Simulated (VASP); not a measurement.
Input of a VASP 6.6.1 run:

File INCAR:

```
SYSTEM = BaTiO3
PREC = Accurate ; ENCUT = 520
EDIFF = 1E-7 ; ISMEAR = -1
SIGMA = 0.05 ; LREAL = .FALSE.
LASPH = .TRUE. ; NELM = 60
ALGO = Normal ; ISIF = 2
LWAVE = .FALSE. ; LCHARG = .TRUE.
LELF = .TRUE. ; LVHAR = .TRUE.
NBANDS = 28
```

Contents of KPOINTS:

```
Automatic mesh
0
G
  9 9 9
  0 0 0
```

The input POSCAR:

```
BaTiO3
1.0
    2.8276681575      1.6325549719      2.3640862402
   -2.8276681575      1.6325549719      2.3640862402
    0.0000000000     -3.2651099438      2.3640862402
Ba Ti O
1 1 3
Direct
    0.0000000000      0.0000000000      0.0000000000
    0.5140000000      0.5140000000      0.5140000000
    0.4916000000      0.4916000000      0.9815000000
    0.4916000000      0.9815000000      0.4916000000
    0.9815000000      0.4916000000      0.4916000000
```

Potentials or basis: VASP PAW LDA potentials, release 64 (Ba_sv, Ti_sv, O).

The run is started by

```bash
$ cat potpaw_LDA.64/Ba_sv/POTCAR potpaw_LDA.64/Ti_sv/POTCAR potpaw_LDA.64/O/POTCAR > POTCAR
$ mpirun -np 1 vasp_std > vasp.out
```

Q: Predict the largest force.

A: 0.242 eV/Å.

Q: Estimate the band gap on the k mesh.

A: 2.24 eV, indirect (least direct gap 2.56 eV).

Q: Estimate the pressure.

A: -6.9 GPa.

Stress tensor (GPa, compression positive):
```
-5.44  0.00  0.00
 0.00 -5.44  0.00
 0.00  0.00 -9.89
```

Caveat: the cell differs from its parent crystal (zz strain of +2 %); spin-orbit coupling is left out, which moves the levels of the heavy elements. A k mesh can miss the band edges.
